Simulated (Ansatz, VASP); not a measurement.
Cu2Pt in VASP and in Ansatz

```
CELL_PARAMETERS angstrom
0.00000 3.35566 3.35566
3.35566 0.00000 3.35566
3.35566 3.35566 0.00000
ATOMIC_POSITIONS crystal
Cu 0.12500 0.12500 0.12500
Cu 0.62500 0.12500 0.12500
Cu 0.12500 0.12500 0.62500
Cu 0.12500 0.62500 0.12500
Pt 0.50000 0.50000 0.50000
Pt 0.75000 0.75000 0.75000
```

Alike in both runs: functional r2SCAN; k mesh 10 × 10 × 10; occupations gaussian, width 0.1 eV; no spin polarisation.

Ansatz relaxed the structure, and its values are those at the end. VASP's run is a single point on that final structure, the one shown.

```csv
,VASP,Ansatz
version,VASP 6.6.1,Ansatz 0.2.0
potentials or method,"VASP PAW PBE potentials, release 64 (Cu, Pt), cutoff 520 eV","scalar-relativistic, plane waves, PAW"
valence electrons in the cell,64,112
```

```csv
,VASP,Ansatz,Ansatz less VASP
gap on the k mesh at the Fermi level (eV),none,none,-
pressure (GPa),0.7,0.0,-0.62
```

VASP's potentials were made for PBE, not for r2SCAN. A gap of «none» marks a metal or a gap that the smearing closes. VASP's potentials hold 64 valence electrons a cell and Ansatz's 112, so a difference there can come from the potentials and not from the codes.

Spin-orbit coupling is off throughout.
